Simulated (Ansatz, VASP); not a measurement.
# One calculation of BeTe, two programs

```
Be Te
1.0
     0.00000    2.80034    2.80034
     2.80034    0.00000    2.80034
     2.80034    2.80034    0.00000
Be Te
1 1
Direct
  0.00000 0.00000 0.00000
  0.25000 0.25000 0.25000
```

Change from the starting cell: hydrostatic strain -1.0%.

Alike in both runs: task single point; functional r2SCAN; k mesh 8 × 8 × 8; no spin polarisation.

```csv
,VASP,Ansatz
version,VASP 6.6.1,Ansatz 0.2.0
potentials or method,"VASP PAW PBE potentials, release 64 (Be, Te)","plane waves, PAW"
plane-wave cutoff (eV),520,500
occupations,"gaussian, width 0.01 eV",fixed
valence electrons in the cell,8,18
```

```tsv
	VASP	Ansatz	Ansatz less VASP
gap on the k mesh at the Fermi level (eV)	2.29	2.30	+0.008
pressure (GPa)	2.1	1.9	-0.19
```

VASP's potentials were made for PBE, not for r2SCAN. VASP's potentials hold 8 valence electrons a cell and Ansatz's 18, so a difference there can come from the potentials and not from the codes.

Neither program's run includes spin-orbit coupling.
